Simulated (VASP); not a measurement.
# Ga13B3As16 (P1) in VASP: further runs

Aim: see how the results for Ga13B3As16 move with the level of theory and the settings. Levels: PBEsol, r2SCAN. Tasks: relaxation of volume and atoms at fixed shape, single point.

All numbers are computed with VASP 6.6.1; they aren't measurements. Logs are shortened: lines on timing, memory, paths and dates and some standing lists are left out, and cuts for length are marked.

## (1) The cell of the first run

The typed cell holds 64 atoms: a = 10.981 Å, b = 10.981 Å, c = 10.981 Å, α = 90.00°, β = 90.00°, γ = 90.00°.

## (2) Relaxation of volume and atoms at fixed shape, PBEsol

Input file INCAR:

```
SYSTEM = Ga13B3As16
ALGO = Normal
EDIFF = 1E-7
EDIFFG = -0.03
ENCUT = 560
GGA = PS
GGA_COMPAT = .FALSE.
IBRION = 2
ISIF = 8
ISMEAR = -1
ISYM = -1
KPAR = 1
LASPH = .TRUE.
LCHARG = .FALSE.
LREAL = Auto
LWAVE = .FALSE.
NELM = 120
NELMIN = 4
NSW = 100
PREC = Accurate
SIGMA = 0.05
```

Input file KPOINTS:

```
explicit points
1
Reciprocal
  0.25000000   0.25000000   0.25000000 1
```

Input file POSCAR:

```
Ga13B3As16
1.0
   10.9809950000      0.0000000000      0.0000000000
    0.0000000000     10.9809950000      0.0000000000
    0.0000000000      0.0000000000     10.9809950000
Ga B As
26 6 32
Direct
    0.0009860000      0.9988400000      0.9992270000
    0.9962230000      0.0008800000      0.5006430000
    0.0046080000      0.5026550000      0.9974290000
    0.5002490000      0.9995930000      0.5013240000
    0.5027370000      0.5018890000      0.0009630000
    0.2493250000      0.2496370000      0.0004570000
    0.2509730000      0.7507180000      0.9976510000
    0.7498620000      0.2487420000      0.9992670000
    0.7520640000      0.2494800000      0.5013290000
    0.7515000000      0.7472280000      0.0010140000
    0.7503180000      0.7469160000      0.5000030000
    0.2502690000      0.0011190000      0.7465540000
    0.2517680000      0.5005890000      0.2505470000
    0.2488000000      0.5015320000      0.7492180000
    0.7476410000      0.0008530000      0.2512250000
    0.7476170000      0.9999870000      0.7503580000
    0.7456430000      0.4985720000      0.2515200000
    0.7489060000      0.4991720000      0.7515610000
    0.0005710000      0.2487860000      0.2505240000
    0.0008670000      0.2472310000      0.7510670000
    0.9972170000      0.7494490000      0.2487930000
    0.0041630000      0.7484990000      0.7528900000
    0.5043740000      0.2508900000      0.2503740000
    0.4991090000      0.2526360000      0.7504320000
    0.5001680000      0.7515730000      0.2503280000
    0.4991580000      0.7478070000      0.7493090000
    0.0010240000      0.4984410000      0.4983700000
    0.5014200000      0.9997670000      0.0015580000
    0.5007940000      0.4979540000      0.5018100000
    0.2492370000      0.2502070000      0.5040730000
    0.2472180000      0.7501640000      0.5011850000
    0.2478030000      0.9957930000      0.2486940000
    0.1214490000      0.1273960000      0.1251510000
    0.1254010000      0.1282790000      0.6256420000
    0.1261300000      0.6201220000      0.1271680000
    0.1238680000      0.6235070000      0.6240940000
    0.6242510000      0.1219210000      0.1264490000
    0.6198620000      0.1228110000      0.6251160000
    0.6248020000      0.6231410000      0.1238630000
    0.6239690000      0.6254850000      0.6220600000
    0.3706150000      0.3735620000      0.1303320000
    0.3764470000      0.3757830000      0.6280720000
    0.3702870000      0.8763050000      0.1246780000
    0.3742270000      0.8744130000      0.6263170000
    0.8762270000      0.3770590000      0.1245990000
    0.8770440000      0.3728980000      0.6235390000
    0.8757380000      0.8740310000      0.1232640000
    0.8735750000      0.8737500000      0.6246240000
    0.3756120000      0.1257910000      0.3737370000
    0.3785990000      0.1255580000      0.8751930000
    0.3728660000      0.6280570000      0.3754900000
    0.3753470000      0.6247750000      0.8735950000
    0.8765390000      0.1263230000      0.3757970000
    0.8741540000      0.1263330000      0.8749690000
    0.8722090000      0.6235930000      0.3751010000
    0.8765760000      0.6285350000      0.8742230000
    0.1247220000      0.3745540000      0.3745130000
    0.1242710000      0.3735690000      0.8740280000
    0.1239620000      0.8720880000      0.3734600000
    0.1230070000      0.8766930000      0.8781030000
    0.6278290000      0.3739340000      0.3774000000
    0.6232700000      0.3740420000      0.8742420000
    0.6254090000      0.8734160000      0.3792270000
    0.6261030000      0.8730150000      0.8745990000
```

Potentials or basis: VASP PAW PBE potentials, release 64 (Ga_d, B, As).

Started as:

```sh
cat potpaw_PBE.64/Ga_d/POTCAR potpaw_PBE.64/B/POTCAR potpaw_PBE.64/As/POTCAR > POTCAR
mpirun -np 4 vasp_std > vasp.out
```

OUTCAR:

```text
SYSTEM = Ga13B3As16
   EDIFF = 1E-7
   EDIFFG = -0.03
   ENCUT = 560
   GGA = PS
   IBRION = 2
   ISIF = 8
   ISMEAR = -1
   ISYM = -1
   LASPH = .TRUE.
   LREAL = Auto
   NELM = 120
   NELMIN = 4
   NSW = 100
   PREC = Accurate

 ion  position               nearest neighbor table
   1  0.001  0.999  0.999-  60 2.32  47 2.37  33 2.38  54 2.40
   2  0.996  0.001  0.501-  53 2.35  48 2.37  34 2.42  59 2.43
   3  0.005  0.503  0.997-  35 2.34  58 2.36  56 2.39  45 2.42
   4  0.500  1.000  0.501-  38 2.32  63 2.37  44 2.39  49 2.40
   5  0.503  0.502  0.001-  39 2.32  62 2.38  52 2.39  41 2.47
   6  0.249  0.250  0.000-  33 2.38  41 2.38  58 2.38  50 2.40
[... 56 lines left out ...]
  63  0.625  0.873  0.379-  11 2.36   4 2.37  25 2.38  15 2.39
  64  0.626  0.873  0.875-  16 2.36  26 2.39  10 2.39  28 2.40

IMPORTANT INFORMATION: All symmetrisations will be switched off!
NOSYMM: (Re-)initialisation of all symmetry stuff for point group C_1.

----------------------------------------------------------------------------------------

                                     Primitive cell

  volume of cell :    1324.1131

  direct lattice vectors                    reciprocal lattice vectors
    10.980995000  0.000000000  0.000000000     0.091066429  0.000000000  0.000000000
     0.000000000 10.980995000  0.000000000     0.000000000  0.091066429  0.000000000
     0.000000000  0.000000000 10.980995000     0.000000000  0.000000000  0.091066429

  length of vectors
    10.980995000 10.980995000 10.980995000     0.091066429  0.091066429  0.091066429

  position of ions in fractional coordinates (direct lattice)
     0.000986000  0.998840000  0.999227000
     0.996223000  0.000880000  0.500643000
     0.004608000  0.502655000  0.997429000
     0.500249000  0.999593000  0.501324000
     0.502737000  0.501889000  0.000963000
     0.249325000  0.249637000  0.000457000
[... 56 lines left out ...]
     0.625409000  0.873416000  0.379227000
     0.626103000  0.873015000  0.874599000

  ion indices of the primitive-cell ions
   primitive index   ion index
                 1           1
                 2           2
                 3           3
                 4           4
                 5           5
                 6           6
[... 56 lines left out ...]
                63          63
                64          64

----------------------------------------------------------------------------------------

 KPOINTS: explicit points

Read explicit list of k-points.

 Found      1 k-points:

 Following reciprocal coordinates:
            Coordinates               Weight
  0.250000  0.250000  0.250000      1.000000
   k-points           NKPTS =      1   k-points in BZ     NKDIM =      1   number of bands    NBANDS=    312
   number of dos      NEDOS =    301   number of ions     NIONS =     64
   total plane-waves  NPLWV = 729000
   dimension x,y,z NGX =    90 NGY =   90 NGZ =   90
   dimension x,y,z NGXF=   180 NGYF=  180 NGZF=  180
   ions per type =              26   6  32
   NGX,Y,Z   is equivalent  to a cutoff of  13.63, 13.63, 13.63 a.u.
   NGXF,Y,Z  is equivalent  to a cutoff of  27.25, 27.25, 27.25 a.u.
 SYSTEM =  Ga13B3As16
   PREC   = accura    normal or accurate (medium, high low for compatibility)
   ISTART =      0    job   : 0-new  1-cont  2-samecut
   ICHARG =      2    charge: 1-file 2-atom 10-const
   ISPIN  =      1    spin polarized calculation?
   LNONCOLLINEAR =      F non collinear calculations
   LSORBIT =      F    spin-orbit coupling
   LASPH  =      T    aspherical Exc in radial PAW
   ENCUT  =  560.0 eV  41.16 Ry    6.42 a.u.  21.19 21.19 21.19*2*pi/ulx,y,z
   NELM   =    120;   NELMIN=  4; NELMDL= -5     # of ELM steps
   EDIFF  = 0.1E-06   stopping-criterion for ELM
   LREAL  =      T    real-space projection
   EDIFFG = -.3E-01   stopping-criterion for IOM
   NSW    =    100    number of steps for IOM
   IBRION =      2    ionic relax: 0-MD 1-quasi-New 2-CG
   NFREE  =      1    steps in history (QN), initial steepest desc. (CG)
[... 44 lines left out ...]

  FORCE on cell =-STRESS in cart. coord.  units (eV):
  Direction    XX          YY          ZZ          XY          YZ          ZX
  --------------------------------------------------------------------------------------
  -------------------------------------------------------------------------------------
  Total       17.3528459     17.9128524     17.4231427     -8.4309259     -5.5043568     -6.6472909
  in kB       20.9969499     21.6745580     21.0820091    -10.2014234     -6.6602738     -8.0432243
  external PRESSURE =      21.2511723 kB  Pullay stress =       0.0000000 kB
[... 183 lines left out ...]
--------------------------------------- Ionic step        3  -------------------------------------------

 number of electron     515.9999932 magnetization

 E-fermi :   4.0676     XC(G=0):  -9.7133

 val. band max:        3.5053610131   @ k =   0.2500   0.2500   0.2500
 cond. band min:       4.6078534445   @ k =   0.2500   0.2500   0.2500
 fundamental gap:      1.1024924314
 Fermi energy:         4.0676382492

 k-point     1 :       0.2500    0.2500    0.2500
  band No.  band energies     occupation
      1     -11.2797      2.00000
      2     -11.2791      2.00000
      3     -11.2735      2.00000
      4     -11.2627      2.00000
      5     -11.2520      2.00000
      6     -11.2483      2.00000
[... 262 lines left out ...]
    269       5.7285      0.00000
    270       5.7951      0.00000
 [bands above 270 left out]

------------------------ aborting loop because EDIFF is reached ----------------------------------------

  FORCE on cell =-STRESS in cart. coord.  units (eV):
  Direction    XX          YY          ZZ          XY          YZ          ZX
  --------------------------------------------------------------------------------------
  -------------------------------------------------------------------------------------
  Total      -29.1417908    -29.7444265    -27.5609620     -6.6372844     -7.5956530     -6.8769524
  in kB      -33.3052401    -33.9939735    -31.4985603     -7.5855445     -8.6808339     -7.8594535
  external PRESSURE =     -32.9325913 kB  Pullay stress =       0.0000000 kB
[... 79 lines left out ...]
  FREE ENERGIE OF THE ION-ELECTRON SYSTEM (eV)
  ---------------------------------------------------
  free  energy   TOTEN  =      -301.7837237540 eV

  energy  without entropy=     -301.7836744628  energy(sigma->0) =     -301.78369911

[... ionic steps 4 to 17 ...]

--------------------------------------- Ionic step       18  -------------------------------------------

 number of electron     515.9999922 magnetization

------------------------ aborting loop because EDIFF is reached ----------------------------------------
[... 191 lines left out ...]
--------------------------------------- Ionic step       20  -------------------------------------------

 number of electron     515.9999928 magnetization

 Free energy of the ion-electron system (eV)
  ---------------------------------------------------
  ext. energy  EPLUGINS =         0.00000000
  ---------------------------------------------------
  free energy    TOTEN  =      -304.68650525 eV

  energy without entropy =     -304.68647607  energy(sigma->0) =     -304.68649066

 E-fermi :   4.6313     XC(G=0):  -9.9629

 val. band max:        4.0367417016   @ k =   0.2500   0.2500   0.2500
 cond. band min:       5.2003766642   @ k =   0.2500   0.2500   0.2500
 fundamental gap:      1.1636349626
 Fermi energy:         4.6313455598

 k-point     1 :       0.2500    0.2500    0.2500
  band No.  band energies     occupation
      1     -10.7759      2.00000
      2     -10.7704      2.00000
      3     -10.7489      2.00000
      4     -10.7441      2.00000
      5     -10.7362      2.00000
      6     -10.7341      2.00000
[... 262 lines left out ...]
    269       6.2837      0.00000
    270       6.3671      0.00000
 [bands above 270 left out]

------------------------ aborting loop because EDIFF is reached ----------------------------------------

  FORCE on cell =-STRESS in cart. coord.  units (eV):
  Direction    XX          YY          ZZ          XY          YZ          ZX
  --------------------------------------------------------------------------------------
  -------------------------------------------------------------------------------------
  Total        0.0337820     -1.6160205      1.3646899     -7.1271169     -7.0962077     -6.4456317
  in kB        0.0407998     -1.9517270      1.6481859     -8.6076795     -8.5703493     -7.7846249
  external PRESSURE =      -0.0875804 kB  Pullay stress =       0.0000000 kB
[... 79 lines left out ...]
  FREE ENERGIE OF THE ION-ELECTRON SYSTEM (eV)
  ---------------------------------------------------
  free  energy   TOTEN  =      -304.6865052520 eV

  energy  without entropy=     -304.6864760700  energy(sigma->0) =     -304.68649066

 reached required accuracy - stopping structural energy minimisation
```

Run time: 49 min. Hardware: 4 MPI ranks of AMD EPYC 9R45 (Zen 5), shared host; peak memory 0.58 GiB.

Results:

- Free energy: -304.6865 eV
- Relaxed volume: 20.73 Å³/atom
- Relaxed cell: a = 10.988 Å, b = 10.988 Å, c = 10.988 Å, α = 90.00°, β = 90.00°, γ = 90.00°
- Space group after relaxing (to 0.1 Å): P1 (No. 1)
- Energy gained by relaxing: 117.8 meV/atom
- Ionic steps: 20
- Pressure after relaxing: 0.0 GPa
- Largest force after relaxing: 0.027 eV/Å
- Band gap on the k mesh: 1.16 eV

Forces on the atoms (eV/Å):
```
Ga   0.001  0.011  0.001
Ga  -0.015  0.000  0.005
Ga  -0.010  0.002 -0.011
Ga   0.003 -0.004 -0.004
Ga  -0.007  0.003 -0.001
Ga  -0.005  0.002 -0.004
Ga   0.003 -0.008  0.001
Ga  -0.012  0.000  0.005
Ga   0.004  0.003  0.000
Ga  -0.013  0.006  0.005
Ga  -0.001 -0.005 -0.011
Ga  -0.003 -0.003 -0.006
Ga   0.002 -0.001 -0.004
Ga   0.002 -0.001  0.007
Ga  -0.005  0.011  0.008
Ga  -0.011  0.015 -0.006
Ga   0.001  0.001  0.002
Ga  -0.004 -0.001 -0.012
Ga   0.011  0.005  0.001
Ga  -0.004 -0.004 -0.001
Ga  -0.004  0.004  0.002
Ga   0.001 -0.022  0.003
Ga   0.006  0.000  0.005
Ga  -0.019  0.011 -0.001
Ga  -0.022 -0.015 -0.006
Ga   0.000 -0.003 -0.006
B    0.013 -0.005  0.000
B   -0.006 -0.005  0.001
B    0.003 -0.001 -0.007
B    0.002  0.001 -0.003
B    0.000  0.002 -0.006
B    0.010  0.006  0.009
As   0.012 -0.002 -0.008
As   0.004  0.001 -0.011
As  -0.004  0.002  0.003
As  -0.004  0.000 -0.001
As  -0.002 -0.009 -0.006
As  -0.007 -0.008  0.021
As  -0.003  0.008  0.011
As  -0.004  0.000 -0.011
As   0.006  0.005 -0.004
As  -0.004 -0.002 -0.003
As   0.004 -0.018  0.005
As   0.002  0.016  0.001
As   0.003  0.007  0.006
As   0.014 -0.008 -0.008
As   0.010  0.006  0.010
As   0.020 -0.001  0.004
As   0.008 -0.005 -0.001
As  -0.015 -0.005  0.002
As  -0.008 -0.004 -0.004
As   0.020  0.002  0.005
As   0.004 -0.005  0.017
As   0.003 -0.006 -0.001
As  -0.010  0.013  0.003
As   0.007 -0.009 -0.003
As   0.016  0.000 -0.008
As  -0.013  0.004  0.013
As   0.000  0.007  0.011
As   0.017  0.003 -0.008
As  -0.005  0.008  0.016
As  -0.006 -0.013 -0.013
As   0.009 -0.002 -0.006
As   0.011  0.006  0.005
```

Step by step:
| step | energy change (eV) | largest force (eV/Å) | pressure (GPa) | volume (Å³) |
| --- | --- | --- | --- | --- |
| 1 | 0.0000 | 2.9990 | 2.13 | 1324.11 |
| 2 | -4.1778 | 1.4583 | -1.93 | 1377.40 |
| 3 | -4.6354 | 0.9995 | -3.29 | 1401.89 |
| 4 | -6.5213 | 0.9129 | 0.14 | 1329.69 |
| 5 | -6.5483 | 0.9063 | 0.69 | 1320.20 |
| 6 | -7.2029 | 0.3619 | 0.37 | 1321.84 |
| 7 | -7.3010 | 0.4820 | 0.24 | 1322.75 |
| 8 | -7.4487 | 0.1528 | -0.24 | 1330.61 |
| 9 | -7.4544 | 0.1820 | -0.35 | 1332.46 |
| 10 | -7.4915 | 0.1496 | 0.20 | 1323.21 |
| 11 | -7.4922 | 0.1619 | 0.29 | 1321.70 |
| 12 | -7.5165 | 0.0975 | 0.04 | 1325.69 |
| 13 | -7.5176 | 0.1187 | -0.01 | 1326.71 |
| 14 | -7.5267 | 0.0750 | -0.04 | 1327.35 |
| 15 | -7.5282 | 0.0812 | -0.06 | 1327.72 |
| 16 | -7.5330 | 0.0629 | 0.06 | 1325.66 |
| 17 | -7.5334 | 0.0668 | 0.11 | 1324.82 |
| 18 | -7.5364 | 0.0430 | -0.07 | 1327.62 |
| 19 | -7.5364 | 0.0422 | -0.06 | 1327.42 |
| 20 | -7.5381 | 0.0274 | -0.01 | 1326.60 |

Final structure:
```
Ga B As
1.0
    10.98785    0.00000    0.00000
     0.00000   10.98785    0.00000
     0.00000    0.00000   10.98785
Ga B As
26 6 32
Direct
  0.00540 0.00014 0.00578
  0.01311 0.00056 0.49720
  0.99780 0.49886 0.99926
  0.48576 0.99847 0.49685
  0.50181 0.50029 0.99933
  0.25386 0.23943 0.00757
  0.25408 0.76062 0.00486
  0.74551 0.24401 0.99925
  0.74921 0.26165 0.50241
  0.74464 0.75503 0.00105
  0.75143 0.73676 0.50198
  0.25576 0.99960 0.74403
  0.25001 0.50084 0.26226
  0.24957 0.49979 0.73469
  0.74459 0.99937 0.24628
  0.74401 0.99977 0.75834
  0.75053 0.50034 0.26114
  0.74953 0.50132 0.73876
  0.00661 0.24895 0.25975
  0.00689 0.25592 0.74164
  0.01004 0.74959 0.25904
  0.00371 0.74643 0.73973
  0.49218 0.24624 0.25413
  0.49553 0.24854 0.74589
  0.49470 0.75528 0.25612
  0.49471 0.74908 0.74563
  0.01255 0.49867 0.49897
  0.49130 0.00113 0.00645
  0.48483 0.49780 0.49793
  0.24662 0.25467 0.49405
  0.25155 0.74244 0.49195
  0.25584 0.00033 0.25664
  0.13855 0.10938 0.14744
  0.14531 0.14263 0.61312
  0.12854 0.62482 0.12592
  0.12608 0.62640 0.59567
  0.60698 0.11206 0.11416
  0.62285 0.12284 0.62225
  0.62389 0.62655 0.13087
  0.60365 0.60694 0.61034
  0.37361 0.37750 0.12807
  0.37134 0.36943 0.59835
  0.37570 0.90202 0.13311
  0.35675 0.85511 0.60919
  0.87328 0.36927 0.12953
  0.89512 0.39400 0.61163
  0.87773 0.87171 0.13029
  0.87271 0.87636 0.62484
  0.34776 0.12799 0.37483
  0.38732 0.11086 0.88629
  0.37463 0.62627 0.39613
  0.37108 0.62459 0.87447
  0.87053 0.12490 0.37570
  0.88162 0.12717 0.87282
  0.89745 0.60940 0.38930
  0.87114 0.62807 0.87011
  0.12687 0.37561 0.39821
  0.13133 0.37273 0.87561
  0.15650 0.87193 0.37370
  0.12440 0.87586 0.86969
  0.60433 0.38869 0.38776
  0.62631 0.37435 0.86929
  0.62698 0.87416 0.37987
  0.60300 0.88683 0.89080
```

Caveat: the PAW data sets were made with another functional, which shifts forces and pressure a little; a shifted mesh leaves out Γ, where band edges can lie. A k mesh can miss the band edges.

(Continued in part 2 of 2.)
